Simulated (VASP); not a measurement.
# Ga (P6_3/mmc) in VASP: single point with PBE

Aim: the single point of Ga with PBE.

Everything below comes from runs of VASP 6.6.1. Logs are shortened: lines on timing, memory, paths and dates and some standing lists are left out, and cuts for length are marked.

## Step 1: The cell of the first run

It takes space group P6_3/mmc (No. 194, hexagonal). The conventional cell has a = 2.832 Å, b = 2.832 Å, c = 4.844 Å, α = 90.00°, β = 90.00°, γ = 120.00°. Within 3.7 Å of Ga (site symmetry -6m2) lie 12 Ga at 2.83 to 2.92 Å.

## Step 2: Single point, PBE (volume scaled by 0.88)

Contents of INCAR:

```
ALGO = Normal
EDIFF = 1E-6
ENCUT = 520
GGA = PE
ISIF = 2
ISMEAR = -1
LASPH = True
LCHARG = True
LELF = True
LREAL = False
LVHAR = True
LWAVE = False
NBANDS = 20
NELM = 60
PREC = Accurate
SIGMA = 0.1
```

Contents of KPOINTS:

```
k-points
0
Gamma
  14 14 8
```

Contents of POSCAR:

```
Ga
1.0
    2.8316555251      0.0000000000      0.0000000000
   -1.4158277626      2.4522856195      0.0000000000
    0.0000000000      0.0000000000      4.8437362242
Ga
2
Direct
    0.3333333333      0.6666666667      0.2500000000
    0.6666666667      0.3333333333      0.7500000000
```

Potentials or basis: VASP PAW PBE potentials, release 64 (Ga_d).

Started as:

```
$ cat potpaw_PBE.64/Ga_d/POTCAR > POTCAR
$ mpirun -np 1 vasp_std > vasp.out
```

OUTCAR:

```text
EDIFF = 1E-6
   ENCUT = 520
   GGA = PE
   ISIF = 2
   ISMEAR = -1
   LASPH = True
   LREAL = False
   NELM = 60
   PREC = Accurate

 ion  position               nearest neighbor table
   1  0.333  0.667  0.250-
   2  0.667  0.333  0.750-

  LATTYP: Found a hexagonal cell.
 ALAT       =     2.8316555251
 C/A-ratio  =     1.7105669038

  Lattice vectors:

 A1 = (   2.8316555251,   0.0000000000,   0.0000000000)
 A2 = (  -1.4158277626,   2.4522856195,   0.0000000000)
 A3 = (   0.0000000000,   0.0000000000,   4.8437362242)

Analysis of symmetry for initial positions (statically):
=====================================================================
 Subroutine PRICEL returns:
 Original cell was already a primitive cell.

 Routine SETGRP: Setting up the symmetry group for a
 hexagonal supercell.

 Subroutine GETGRP returns: Found 24 space group operations
 (whereof 12 operations were pure point group operations)
 out of a pool of 24 trial point group operations.

The static configuration has the point symmetry D_3d.
 The point group associated with its full space group is D_6h.

Analysis of symmetry for dynamics (positions and initial velocities):
=====================================================================
 Subroutine PRICEL returns:
 Original cell was already a primitive cell.

 Routine SETGRP: Setting up the symmetry group for a
 hexagonal supercell.

 Subroutine GETGRP returns: Found 24 space group operations
 (whereof 12 operations were pure point group operations)
 out of a pool of 24 trial point group operations.

The dynamic configuration has the point symmetry D_3d.
 The point group associated with its full space group is D_6h.

 Subroutine INISYM returns: Found 24 space group operations
 (whereof 12 operations are pure point group operations),
 and found     1 'primitive' translations

----------------------------------------------------------------------------------------

                                     Primitive cell

  volume of cell :      33.6350

  direct lattice vectors                    reciprocal lattice vectors
     2.831655525  0.000000000  0.000000000     0.353150301  0.203891421  0.000000000
    -1.415827763  2.452285620  0.000000000     0.000000000  0.407782842  0.000000000
     0.000000000  0.000000000  4.843736224     0.000000000  0.000000000  0.206452200

  length of vectors
     2.831655525  2.831655525  4.843736224     0.407782842  0.407782842  0.206452200

  position of ions in fractional coordinates (direct lattice)
     0.333333333  0.666666667  0.250000000
     0.666666667  0.333333333  0.750000000

  ion indices of the primitive-cell ions
   primitive index   ion index
                 1           1
                 2           2

----------------------------------------------------------------------------------------

 KPOINTS: k-points

Automatic generation of k-mesh.
 Grid dimensions read from file:
 generate k-points for:   14   14    8

 Generating k-lattice:

  Cartesian coordinates                     Fractional coordinates (reciprocal lattice)
     0.025225021  0.014563673  0.000000000     0.071428571  0.000000000  0.000000000
     0.000000000  0.029127346  0.000000000     0.000000000  0.071428571  0.000000000
     0.000000000  0.000000000  0.025806525     0.000000000  0.000000000  0.125000000

  Length of vectors
     0.029127346  0.029127346  0.025806525

  Shift w.r.t. Gamma in fractional coordinates (k-lattice)
     0.000000000  0.000000000  0.000000000

 Subroutine IBZKPT returns following result:
 ===========================================

 Found    120 irreducible k-points:

 Following reciprocal coordinates:
            Coordinates               Weight
  0.000000  0.000000  0.000000      1.000000
  0.071429 -0.000000  0.000000      6.000000
  0.142857  0.000000  0.000000      6.000000
  0.214286  0.000000  0.000000      6.000000
  0.285714  0.000000  0.000000      6.000000
  0.357143  0.000000  0.000000      6.000000
[... 16 lines left out ...]
  0.285714  0.285714  0.000000      6.000000
  0.357143  0.285714  0.000000      6.000000
 [... further k-points ...]
   k-points           NKPTS =    120   k-points in BZ     NKDIM =    120   number of bands    NBANDS=     20
   number of dos      NEDOS =    301   number of ions     NIONS =      2
   total plane-waves  NPLWV =  20736
   dimension x,y,z NGX =    24 NGY =   24 NGZ =   36
   dimension x,y,z NGXF=    48 NGYF=   48 NGZF=   72
   ions per type =               2
   NGX,Y,Z   is equivalent  to a cutoff of  14.09, 14.09, 12.36 a.u.
   NGXF,Y,Z  is equivalent  to a cutoff of  28.18, 28.18, 24.71 a.u.
 SYSTEM =  unknown system
   PREC   = accura    normal or accurate (medium, high low for compatibility)
   ISTART =      0    job   : 0-new  1-cont  2-samecut
   ICHARG =      2    charge: 1-file 2-atom 10-const
   ISPIN  =      1    spin polarized calculation?
   LNONCOLLINEAR =      F non collinear calculations
   LSORBIT =      F    spin-orbit coupling
   LASPH  =      T    aspherical Exc in radial PAW
   ENCUT  =  520.0 eV  38.22 Ry    6.18 a.u.   5.27  5.27  9.01*2*pi/ulx,y,z
   NELM   =     60;   NELMIN=  2; NELMDL= -5     # of ELM steps
   EDIFF  = 0.1E-05   stopping-criterion for ELM
   LREAL  =      F    real-space projection
   EDIFFG = 0.1E-04   stopping-criterion for IOM
   NSW    =      0    number of steps for IOM
   IBRION =     -1    ionic relax: 0-MD 1-quasi-New 2-CG
   NFREE  =      0    steps in history (QN), initial steepest desc. (CG)
   ISIF   =      2    stress and relaxation
   ISYM   =      2    0-nonsym 1-usesym 2-fastsym
   POTIM  = 0.5000    time-step for ionic-motion
   TEBEG  =    0.0;   TEEND  =   0.0 temperature during run
   PSTRESS=    0.0 pullay stress
   NELECT =      26.0000    total number of electrons
   NUPDOWN=      -1.0000    fix difference up-down
   EMIN   =  10.00;   EMAX   =-10.00  energy-range for DOS
   EFERMI =   0.00;   METHOD = LEGACY
   ISMEAR =    -1;   SIGMA  =   0.10  broadening in eV -4-tet -1-fermi 0-gaus
   EFERMI_NEDOS =   21; number of points for ismear=-14 and -15
   IALGO  =     38    algorithm
   IMIX   =      4    mixing-type and parameters
     AMIX     =   0.40;   BMIX     =  1.00
     AMIX_MAG =   1.60;   BMIX_MAG =  1.00
  volume/ion in A,a.u.               =      16.82       113.49
  Fermi-wavevector in a.u.,A,eV,Ry     =   1.502457  2.839231 30.713466  2.257376
  Thomas-Fermi vector in A             =   2.613695
   LORBIT       =      0    0 simple, 1 ext, 2 COOP (PROOUT), +10 PAW based schemes
   GGA     = PE    functional components
   LHFCALC =     F    Hartree Fock is set to
   AEXX    =    0.0000 exact exchange contribution
   IVDW    =     0    specifies the selected vdW correction
   LEPSILON=     F    determine dielectric tensor
   LRPA    =     F    only Hartree local field effects (RPA)
 non-spin polarized calculation
  energy-cutoff  :      520.00
  volume of cell :       33.64
 maximum number of plane-waves:       920
 NGX is ok and might be reduce to    24
   NGX = 11   NGY = 11   NGZ = 19

 number of electron      26.0000032 magnetization

 Free energy of the ion-electron system (eV)
  ---------------------------------------------------
  ext. energy  EPLUGINS =         0.00000000
  ---------------------------------------------------
  free energy    TOTEN  =        -5.66730223 eV

  energy without entropy =       -5.64040984  energy(sigma->0) =       -5.65385604

 E-fermi :   6.7916     XC(G=0): -11.6050

 val. band max:        6.7857730759   @ k =   0.1429   0.1429   0.2500
 cond. band min:       6.8268305028   @ k =   0.2857   0.0714   0.0000
 fundamental gap:      0.0410574269
 Fermi energy:         6.7916268182

 k-point     1 :       0.0000    0.0000    0.0000
  band No.  band energies     occupation
      1      -8.4696      2.00000
      2      -8.3743      2.00000
      3      -8.3197      2.00000
      4      -8.3197      2.00000
      5      -8.2941      2.00000
      6      -8.2941      2.00000
[... 12 lines left out ...]
     19      21.7922      0.00000
     20      22.4911      0.00000

 k-point     2 :       0.0714   -0.0000    0.0000
  band No.  band energies     occupation
      1      -8.4576      2.00000
      2      -8.3717      2.00000
      3      -8.3183      2.00000
      4      -8.3050      2.00000
      5      -8.2964      2.00000
      6      -8.2803      2.00000
[... 12 lines left out ...]
     19      21.9748      0.00000
     20      22.8286      0.00000

 k-point     3 :       0.1429    0.0000    0.0000
  band No.  band energies     occupation
      1      -8.4390      2.00000
      2      -8.3654      2.00000
      3      -8.3193      2.00000
      4      -8.2853      2.00000
      5      -8.2636      2.00000
      6      -8.2415      2.00000
[... 12 lines left out ...]
     19      20.6222      0.00000
     20      21.9170      0.00000

 k-point     4 :       0.2143    0.0000    0.0000
  band No.  band energies     occupation
      1      -8.4546      2.00000
      2      -8.3457      2.00000
      3      -8.3258      2.00000
      4      -8.2882      2.00000
      5      -8.2441      2.00000
      6      -8.2391      2.00000
[... 12 lines left out ...]
     19      19.7664      0.00000
     20      21.0863      0.00000

 k-point     5 :       0.2857    0.0000    0.0000
  band No.  band energies     occupation
      1      -8.4906      2.00000
      2      -8.3739      2.00000
      3      -8.3470      2.00000
      4      -8.2806      2.00000
      5      -8.2653      2.00000
      6      -8.1957      2.00000
[... 12 lines left out ...]
     19      18.8750      0.00000
     20      21.1359      0.00000

 k-point     6 :       0.3571    0.0000    0.0000
  band No.  band energies     occupation
      1      -8.5262      2.00000
      2      -8.4033      2.00000
      3      -8.4020      2.00000
      4      -8.2835      2.00000
      5      -8.2412      2.00000
      6      -8.2247      2.00000
[... 12 lines left out ...]
     19      18.1758      0.00000
     20      20.9674      0.00000

 k-point     7 :       0.4286    0.0000    0.0000
  band No.  band energies     occupation
      1      -8.5515      2.00000
      2      -8.4400      2.00000
      3      -8.4247      2.00000
      4      -8.2957      2.00000
      5      -8.2430      2.00000
      6      -8.2155      2.00000
[... 12 lines left out ...]
     19      17.7383      0.00000
     20      20.7276      0.00000
[... 277 lines left out ...]
 k-point    20 :       0.2143    0.2143    0.0000
  band No.  band energies     occupation
      1      -8.3985      2.00000
      2      -8.3949      2.00000
      3      -8.3870      2.00000
      4      -8.3106      2.00000
      5      -8.2468      2.00000
      6      -8.2104      2.00000
[... 12 lines left out ...]
     19      16.2511      0.00000
     20      23.6085      0.00000

 k-point    21 :       0.2857    0.2143    0.0000
  band No.  band energies     occupation
      1      -8.4288      2.00000
      2      -8.4128      2.00000
      3      -8.3505      2.00000
      4      -8.3120      2.00000
      5      -8.2351      2.00000
      6      -8.2292      2.00000
[... 12 lines left out ...]
     19      15.2599      0.00000
     20      23.6136      0.00000

 k-point    22 :       0.3571    0.2143    0.0000
  band No.  band energies     occupation
      1      -8.4476      2.00000
      2      -8.4239      2.00000
      3      -8.3255      2.00000
      4      -8.3050      2.00000
      5      -8.2562      2.00000
      6      -8.2120      2.00000
[... 12 lines left out ...]
     19      14.8678      0.00000
     20      23.4269      0.00000

 k-point    23 :       0.2857    0.2857    0.0000
  band No.  band energies     occupation
      1      -8.4457      2.00000
      2      -8.3491      2.00000
      3      -8.3456      2.00000
      4      -8.3054      2.00000
      5      -8.2572      2.00000
      6      -8.1971      2.00000
[... 12 lines left out ...]
     19      13.8974      0.00000
     20      26.4409      0.00000

 k-point    24 :       0.3571    0.2857    0.0000
  band No.  band energies     occupation
      1      -8.4517      2.00000
      2      -8.3472      2.00000
      3      -8.3015      2.00000
      4      -8.2946      2.00000
      5      -8.2733      2.00000
      6      -8.2289      2.00000
[... 12 lines left out ...]
     19      13.4683      0.00000
     20      26.5529      0.00000

 [... further k-points ...]

------------------------ aborting loop because EDIFF is reached ----------------------------------------

  FORCE on cell =-STRESS in cart. coord.  units (eV):
  Direction    XX          YY          ZZ          XY          YZ          ZX
  --------------------------------------------------------------------------------------
  -------------------------------------------------------------------------------------
  Total        1.7570060      1.7570060      1.7520612     -0.0000000     -0.0000000      0.0000000
  in kB       83.6935251     83.6935251     83.4579844     -0.0000000     -0.0000000      0.0000000
  external PRESSURE =      83.6150115 kB  Pullay stress =       0.0000000 kB

 VOLUME and BASIS-vectors are now :
 -----------------------------------------------------------------------------
  energy-cutoff  :      520.00
  volume of cell :       33.64
      direct lattice vectors                 reciprocal lattice vectors
     2.831655525  0.000000000  0.000000000     0.353150301  0.203891421  0.000000000
    -1.415827763  2.452285620  0.000000000     0.000000000  0.407782842  0.000000000
     0.000000000  0.000000000  4.843736224     0.000000000  0.000000000  0.206452200

 POSITION                                       TOTAL-FORCE (eV/Angst)
 -----------------------------------------------------------------------------------
     -0.00000      1.63486      1.21093        -0.000000      0.000000      0.000000
      1.41583      0.81743      3.63280         0.000000     -0.000000     -0.000000
 -----------------------------------------------------------------------------------
    total drift:                               -0.000000      0.000000      0.000000

  FREE ENERGIE OF THE ION-ELECTRON SYSTEM (eV)
  ---------------------------------------------------
  free  energy   TOTEN  =        -5.6673022277 eV

  energy  without entropy=       -5.6404098427  energy(sigma->0) =       -5.65385604
```

Run time: 30 s. Hardware: 1 thread of Intel Xeon Platinum 8488C (Sapphire Rapids), shared host; peak memory 0.19 GiB.

What came out:

```
Free energy            : -5.6673 eV
Pressure               : 8.4 GPa
Band gap on the k mesh : zero (band 13 reaches 11.04 eV, above the bottom of band 14 at 3.24 eV)
```

Levels at points of the mesh, in eV from the Fermi level:
```tsv
k point	band 11	band 12	band 13	band 14	band 15	band 16
(0.00, 0.00, 0.00)	-12.08	-5.77	-4.86	11.36	11.36	12.25
(0.50, 0.00, 0.00)	-5.75	-5.27	0.15	0.42	0.90	3.03
(0.00, 0.00, 0.50)	-10.40	-10.40	2.93	2.93	12.59	12.59
(0.50, 0.00, 0.50)	-4.19	-4.19	-3.55	-3.55	7.48	7.48
```
